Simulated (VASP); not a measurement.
**GaAs (GaAs (110), 1 layers): single point with PBE**

GaAs (GaAs (110), 1 layers), a slab with vacuum:

```
Ga As
1.0
     4.06206    0.00000    0.00000
     0.00000    5.74461    0.00000
     0.00000    0.00000   13.00000
Ga As
1 1
Direct
  0.25000 0.12500 0.50000
  0.75000 0.87500 0.50000
```

```
Program                : VASP 6.6.1
Task                   : single point
Functional             : PBE
Potentials or basis    : VASP PAW PBE potentials, release 64 (Ga_d, As)
Cutoff                 : 520 eV
k mesh                 : 8 × 5 × 1
Occupations            : fermi-dirac, width 0.02 eV
Spin                   : no spin polarisation
Dipole correction      : yes
Further INCAR settings : ALGO = Normal; EDIFF = 1e-07; NBANDS = 16
```

```
Largest force : 1.465 eV/Å
```

Forces in eV/Å, atoms in the order of the input:
```
Ga   0.000 -1.465  0.000
As   0.000  1.465  0.000
```

Levels at points of the mesh, in eV from the Fermi level:
```tsv
k point	band 5	band 6	band 7	band 8	band 9	band 10	band 11	band 12	band 13	band 14
(0.00, 0.00, 0.00)	-14.68	-10.30	-3.81	-1.02	-0.78	0.28	3.08	3.57	4.21	5.20
(0.50, 0.00, 0.00)	-14.66	-9.46	-5.70	-1.17	0.02	0.13	2.17	4.00	4.65	6.52
```

Run time: 4.3 min on 1 thread of AMD EPYC 7R13 (shared host), peak memory 0.35 GiB.
